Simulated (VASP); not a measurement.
A run of VASP 6.6.1:

POSCAR

```
KF
1.0
    0.0000000000      2.6718500000      2.6718500000
    2.6718500000      0.0000000000      2.6718500000
    2.6718500000      2.6718500000      0.0000000000
K F
1 1
Direct
    0.0000000000      0.0000000000      0.0000000000
    0.5000000000      0.5000000000      0.5000000000
```

INCAR.step1

```
SYSTEM = KF
PREC = Accurate
ENCUT = 600
ISMEAR = 0
SIGMA = 0.02
LREAL = .False.
LASPH = .True.
NELM = 60
GGA = PE
ALGO = Normal
EDIFF = 1E-4
LWAVE = .True.
LCHARG = .False.
```

Contents of INCAR.step2:

```
SYSTEM = KF
PREC = Accurate
ENCUT = 600
EDIFF = 1E-7
ISMEAR = 0
SIGMA = 0.02
LREAL = .False.
LASPH = .True.
NELM = 60
ALGO = Normal
ISIF = 3
LWAVE = .False.
LCHARG = .False.
METAGGA = R2SCAN
LMIXTAU = .True.
IBRION = 2
NSW = 100
EDIFFG = -0.005
ISTART = 1
```

File KPOINTS:

```
Automatic mesh
0
Gamma
  8 8 8
  0 0 0
```

Potentials or basis: VASP PAW PBE potentials, release 64 (K_sv, F).

The run is started by

```bash
$ cat potpaw_PBE.64/K_sv/POTCAR potpaw_PBE.64/F/POTCAR > POTCAR
$ cp INCAR.step1 INCAR
$ mpirun -np 1 vasp_std > vasp.out
$ cp INCAR.step2 INCAR
$ mpirun -np 1 vasp_std > vasp.out
```

Hardware: 1 thread of AMD EPYC 9R14 (Zen 4) (shared host).

Estimate the wall time of this run.

Wall time 2.1 min on 1 thread of AMD EPYC 9R14 (Zen 4), on a shared host, peak memory 0.16 GiB. Counts: k points 29, ion steps 3.
